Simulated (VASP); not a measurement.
# Mn3Si (Fm-3m) in VASP: a series of runs, part 2 of 2

VASP 6.6.1.

### 3 Single point, LDA (10.77 Å³/atom)

This run uses another cell than the first one, of 10.77 Å³/atom.

INCAR reads:

```
SYSTEM = Mn3Si
ALGO = Normal ; EDIFF = 1E-6
ENCUT = 520 ; ISIF = 2
ISMEAR = -1 ; LASPH = .True.
LCHARG = .True. ; LELF = .True.
LREAL = .False. ; LVHAR = .True.
LWAVE = .False. ; NBANDS = 30
NELM = 100 ; PREC = Accurate
SIGMA = 0.05
```

KPOINTS reads:

```
k-points
0
Gamma
  10 10 10
  0 0 0
```

POSCAR reads:

```
Mn3Si
1.0
    0.0000000000      2.7825766318      2.7825766318
    2.7825766318      0.0000000000      2.7825766318
    2.7825766318      2.7825766318      0.0000000000
Mn Si
3 1
Direct
    0.5000000000      0.5000000000      0.5000000000
    0.2500000000      0.2500000000      0.2500000000
    0.7500000000      0.7500000000      0.7500000000
    0.0000000000      0.0000000000      0.0000000000
```

Potentials or basis: VASP PAW LDA potentials, release 64 (Mn_pv, Si).

Started as:

```
> cat potpaw_LDA.64/Mn_pv/POTCAR potpaw_LDA.64/Si/POTCAR > POTCAR
> mpirun -np 1 vasp_std > vasp.out
```

OUTCAR:

```text
SYSTEM = Mn3Si
   EDIFF = 1E-6
   ENCUT = 520
   ISIF = 2
   ISMEAR = -1
   LASPH = .True.
   LREAL = .False.
   NELM = 100
   PREC = Accurate

 ion  position               nearest neighbor table
   1  0.500  0.500  0.500-   2 2.41   3 2.41   2 2.41   2 2.41   2 2.41   3 2.41   3 2.41   3 2.41
                             4 2.78   4 2.78   4 2.78   4 2.78   4 2.78   4 2.78
   2  0.250  0.250  0.250-   1 2.41   4 2.41   4 2.41   4 2.41   4 2.41   1 2.41   1 2.41   1 2.41
                             3 2.78   3 2.78   3 2.78   3 2.78   3 2.78   3 2.78
   3  0.750  0.750  0.750-   1 2.41   4 2.41   1 2.41   1 2.41   1 2.41   4 2.41   4 2.41   4 2.41
                             2 2.78   2 2.78   2 2.78   2 2.78   2 2.78   2 2.78
   4  0.000  0.000  0.000-   2 2.41   3 2.41   3 2.41   3 2.41   3 2.41   2 2.41   2 2.41   2 2.41
                             1 2.78   1 2.78   1 2.78   1 2.78   1 2.78   1 2.78

  LATTYP: Found a face centered cubic cell.
 ALAT       =     5.5651532636

  Lattice vectors:

 A1 = (   0.0000000000,   2.7825766318,   2.7825766318)
 A2 = (   2.7825766318,   0.0000000000,   2.7825766318)
 A3 = (   2.7825766318,   2.7825766318,   0.0000000000)

Analysis of symmetry for initial positions (statically):
=====================================================================
 Subroutine PRICEL returns:
 Original cell was already a primitive cell.

 Routine SETGRP: Setting up the symmetry group for a
 face centered cubic supercell.

 Subroutine GETGRP returns: Found 48 space group operations
 (whereof 48 operations were pure point group operations)
 out of a pool of 48 trial point group operations.

The static configuration has the point symmetry O_h .

Analysis of symmetry for dynamics (positions and initial velocities):
=====================================================================
 Subroutine PRICEL returns:
 Original cell was already a primitive cell.

 Routine SETGRP: Setting up the symmetry group for a
 face centered cubic supercell.

 Subroutine GETGRP returns: Found 48 space group operations
 (whereof 48 operations were pure point group operations)
 out of a pool of 48 trial point group operations.

The dynamic configuration has the point symmetry O_h .

 Subroutine INISYM returns: Found 48 space group operations
 (whereof 48 operations are pure point group operations),
 and found     1 'primitive' translations

----------------------------------------------------------------------------------------

                                     Primitive cell

  volume of cell :      43.0895

  direct lattice vectors                    reciprocal lattice vectors
     0.000000000  2.782576632  2.782576632    -0.179689571  0.179689571  0.179689571
     2.782576632  0.000000000  2.782576632     0.179689571 -0.179689571  0.179689571
     2.782576632  2.782576632  0.000000000     0.179689571  0.179689571 -0.179689571

  length of vectors
     3.935157611  3.935157611  3.935157611     0.311231466  0.311231466  0.311231466

  position of ions in fractional coordinates (direct lattice)
     0.500000000  0.500000000  0.500000000
     0.250000000  0.250000000  0.250000000
     0.750000000  0.750000000  0.750000000
     0.000000000  0.000000000  0.000000000

  ion indices of the primitive-cell ions
   primitive index   ion index
                 1           1
                 2           2
                 3           3
                 4           4

----------------------------------------------------------------------------------------

 KPOINTS: k-points

[... 29 lines left out ...]
  0.500000  0.000000  0.000000      4.000000
[... 16 lines left out ...]
  0.300000  0.300000  0.000000      6.000000
  0.400000  0.300000  0.000000     24.000000
 [... further k-points ...]
   k-points           NKPTS =     47   k-points in BZ     NKDIM =     47   number of bands    NBANDS=     30
   number of dos      NEDOS =    301   number of ions     NIONS =      4
   total plane-waves  NPLWV =  27000
   dimension x,y,z NGX =    30 NGY =   30 NGZ =   30
   dimension x,y,z NGXF=    60 NGYF=   60 NGZF=   60
   ions per type =               3   1
   NGX,Y,Z   is equivalent  to a cutoff of  12.67, 12.67, 12.67 a.u.
   NGXF,Y,Z  is equivalent  to a cutoff of  25.35, 25.35, 25.35 a.u.
 SYSTEM =  Mn3Si
   PREC   = accura    normal or accurate (medium, high low for compatibility)
   ISTART =      0    job   : 0-new  1-cont  2-samecut
   ICHARG =      2    charge: 1-file 2-atom 10-const
   ISPIN  =      1    spin polarized calculation?
   LNONCOLLINEAR =      F non collinear calculations
   LSORBIT =      F    spin-orbit coupling
   LASPH  =      T    aspherical Exc in radial PAW
   ENCUT  =  520.0 eV  38.22 Ry    6.18 a.u.   7.32  7.32  7.32*2*pi/ulx,y,z
   NELM   =    100;   NELMIN=  2; NELMDL= -5     # of ELM steps
   EDIFF  = 0.1E-05   stopping-criterion for ELM
   LREAL  =      F    real-space projection
   EDIFFG = 0.1E-04   stopping-criterion for IOM
   NSW    =      0    number of steps for IOM
   IBRION =     -1    ionic relax: 0-MD 1-quasi-New 2-CG
   NFREE  =      0    steps in history (QN), initial steepest desc. (CG)
   ISIF   =      2    stress and relaxation
   ISYM   =      2    0-nonsym 1-usesym 2-fastsym
   POTIM  = 0.5000    time-step for ionic-motion
   TEBEG  =    0.0;   TEEND  =   0.0 temperature during run
   PSTRESS=    0.0 pullay stress
   NELECT =      43.0000    total number of electrons
   NUPDOWN=      -1.0000    fix difference up-down
   EMIN   =  10.00;   EMAX   =-10.00  energy-range for DOS
   EFERMI =   0.00;   METHOD = LEGACY
   ISMEAR =    -1;   SIGMA  =   0.05  broadening in eV -4-tet -1-fermi 0-gaus
   EFERMI_NEDOS =   21; number of points for ismear=-14 and -15
   IALGO  =     38    algorithm
   IMIX   =      4    mixing-type and parameters
     AMIX     =   0.40;   BMIX     =  1.00
     AMIX_MAG =   1.60;   BMIX_MAG =  1.00
  volume/ion in A,a.u.               =      10.77        72.70
  Fermi-wavevector in a.u.,A,eV,Ry     =   1.635964  3.091524 36.414354  2.676380
  Thomas-Fermi vector in A             =   2.727350
   LORBIT       =      0    0 simple, 1 ext, 2 COOP (PROOUT), +10 PAW based schemes
   GGA     = CA    functional components
   LHFCALC =     F    Hartree Fock is set to
   AEXX    =    0.0000 exact exchange contribution
   IVDW    =     0    specifies the selected vdW correction
   LEPSILON=     F    determine dielectric tensor
   LRPA    =     F    only Hartree local field effects (RPA)
 non-spin polarized calculation
  energy-cutoff  :      520.00
  volume of cell :       43.09
 maximum number of plane-waves:      1211
 NGX is ok and might be reduce to    30
   NGX = 15   NGY = 15   NGZ = 15

 number of electron      42.9999973 magnetization

 Free energy of the ion-electron system (eV)
  ---------------------------------------------------
  ext. energy  EPLUGINS =         0.00000000
  ---------------------------------------------------
  free energy    TOTEN  =       -37.50631838 eV

  energy without entropy =      -37.45280185  energy(sigma->0) =      -37.47956011

 E-fermi :  11.3146     XC(G=0): -13.8747

 val. band max:       11.3052342968   @ k =  -0.4000   0.2000   0.0000
 cond. band min:      11.3176658258   @ k =  -0.4000   0.4000   0.0000
 fundamental gap:      0.0124315290
 Fermi energy:        11.3145515585

 k-point     1 :       0.0000    0.0000    0.0000
  band No.  band energies     occupation
      1     -36.7399      2.00000
      2     -36.7399      2.00000
      3     -36.7399      2.00000
      4     -36.1571      2.00000
      5     -36.1571      2.00000
      6     -36.1571      2.00000
[... 781 lines left out ...]
     29      16.9204      0.00000
     30      17.9104      0.00000

 [... further k-points ...]

------------------------ aborting loop because EDIFF is reached ----------------------------------------

  FORCE on cell =-STRESS in cart. coord.  units (eV):
  Direction    XX          YY          ZZ          XY          YZ          ZX
  --------------------------------------------------------------------------------------
  -------------------------------------------------------------------------------------
  Total       -3.7934502     -3.7934502     -3.7934502      0.0000000     -0.0000000      0.0000000
  in kB     -141.0501557   -141.0501557   -141.0501557      0.0000000     -0.0000000      0.0000000
  external PRESSURE =    -141.0501557 kB  Pullay stress =       0.0000000 kB

 VOLUME and BASIS-vectors are now :
 -----------------------------------------------------------------------------
  energy-cutoff  :      520.00
  volume of cell :       43.09
      direct lattice vectors                 reciprocal lattice vectors
     0.000000000  2.782576632  2.782576632    -0.179689571  0.179689571  0.179689571
     2.782576632  0.000000000  2.782576632     0.179689571 -0.179689571  0.179689571
     2.782576632  2.782576632  0.000000000     0.179689571  0.179689571 -0.179689571

 POSITION                                       TOTAL-FORCE (eV/Angst)
 -----------------------------------------------------------------------------------
      2.78258      2.78258      2.78258        -0.000000      0.000000     -0.000000
      1.39129      1.39129      1.39129        -0.000000     -0.000000      0.000000
      4.17386      4.17386      4.17386         0.000000      0.000000      0.000000
      0.00000      0.00000      0.00000        -0.000000      0.000000     -0.000000
 -----------------------------------------------------------------------------------
    total drift:                                0.000000     -0.000000      0.000000

  FREE ENERGIE OF THE ION-ELECTRON SYSTEM (eV)
  ---------------------------------------------------
  free  energy   TOTEN  =       -37.5063183757 eV

  energy  without entropy=      -37.4528018454  energy(sigma->0) =      -37.47956011
```

stdout:

```text
POSCAR found type information on POSCAR MnSi
 POSCAR found :  2 types and       4 ions
 scaLAPACK will be used
 LDA part: xc-table for (Slater(with rela. corr.)+CA(PZ))
 , standard interpolation
 POSCAR, INCAR and KPOINTS ok, starting setup
 FFT: planning ... GRIDC
 FFT: planning ... GRID_SOFT
 FFT: planning ... GRID
 WAVECAR not read
 entering main loop
```

Wall time 61 s (1 thread of Intel Xeon Platinum 8488C (Sapphire Rapids), shared host); peak memory 0.17 GiB.

What came out:

- Free energy: -37.5063 eV
- Pressure: -14.1 GPa
- Band gap on the k mesh: zero (an odd number of electrons rules out a gap without spin polarisation)

Caveat: the cell stands under tension; the run has no spin polarisation, though such a crystal can be magnetic. Spin polarisation is off, so any magnetic state and its effect on volume and gap are missing.

### 4 Single point, LDA (11.24 Å³/atom)

This run uses another cell than the first one, of 11.24 Å³/atom.

INCAR reads:

```
SYSTEM = Mn3Si
PREC     = Accurate       ! precision mode
ENCUT    = 520            ! plane-wave cutoff, eV
EDIFF    = 1E-6           ! SCF threshold, eV
ISMEAR   = -1             ! smearing method
SIGMA    = 0.05           ! smearing width, eV
LREAL    = .FALSE.        ! projectors in reciprocal space
LASPH    = .TRUE.         ! aspherical terms in the spheres
NELM     = 100            ! most SCF steps
ALGO     = Normal         ! electronic algorithm
ISIF     = 2              ! what is computed and relaxed
LWAVE    = .FALSE.        ! write WAVECAR
LCHARG   = .TRUE.         ! write CHGCAR
GGA      = CA             ! functional
LELF     = .TRUE.         ! ELF
LVHAR    = .TRUE.       
NBANDS   = 30             ! bands
```

KPOINTS reads:

```
regular mesh
0
G
  10 10 10
  0 0 0
```

POSCAR reads:

```
Mn3Si
1.0
    0.0000000000      2.8223330979      2.8223330979
    2.8223330979      0.0000000000      2.8223330979
    2.8223330979      2.8223330979      0.0000000000
Mn Si
3 1
Direct
    0.5000000000      0.5000000000      0.5000000000
    0.2500000000      0.2500000000      0.2500000000
    0.7500000000      0.7500000000      0.7500000000
    0.0000000000      0.0000000000      0.0000000000
```

Started as:

```
> cat potpaw_LDA.64/Mn_pv/POTCAR potpaw_LDA.64/Si/POTCAR > POTCAR
> mpirun -np 1 vasp_std > vasp.out
```

It took 67 s on 1 thread of Intel Xeon Platinum 8488C (Sapphire Rapids), shared host; peak memory 0.18 GiB.

The run converged. Its results:

| Property | Result |
| --- | --- |
| Free energy | -37.2861 eV |
| Pressure | -23.3 GPa |
| Band gap on the k mesh | zero (an odd number of electrons rules out a gap without spin polarisation) |

Levels at points of the mesh, in eV from the Fermi level:
| k point | band 18 | band 19 | band 20 | band 21 | band 22 | band 23 | band 24 | band 25 |
| --- | --- | --- | --- | --- | --- | --- | --- | --- |
| (0.00, 0.00, 0.00) | -2.18 | 0.34 | 0.34 | 0.34 | 0.45 | 0.45 | 0.99 | 0.99 |
| (0.50, 0.00, 0.00) | -1.83 | -0.92 | -0.92 | -0.87 | 0.35 | 0.35 | 0.55 | 0.55 |
| (0.50, 0.50, 0.00) | -2.02 | -1.28 | -0.51 | -0.51 | 0.02 | 0.30 | 0.34 | 0.86 |

Caveat: the cell stands under tension; the run has no spin polarisation, though such a crystal can be magnetic. Spin polarisation is off, so any magnetic state and its effect on volume and gap are missing.

### 5 Summary

| cell | gap on the mesh (eV) | pressure (GPa) |
| --- | --- | --- |
| a = 3.848 Å, angles 60.0°, 4 atoms | none | 4.8 |
| a = 3.935 Å, angles 60.0°, 4 atoms | none | -14.1 |
| a = 3.991 Å, angles 60.0°, 4 atoms | none | -23.3 |

Alike in all rows: task single point; level LDA; potentials or basis VASP PAW LDA potentials, release 64 (Mn_pv, Si); no spin polarisation; k mesh 10 × 10 × 10; cutoff (eV) 520; smearing fermi-dirac 0.05 eV.

Caveats: the run has no spin polarisation, though such a crystal can be magnetic; the cell stands under tension (at least some runs); the cell stands under pressure (at least some runs).

Total energies depend on the potentials used, so only differences within one code and one set of settings carry meaning.
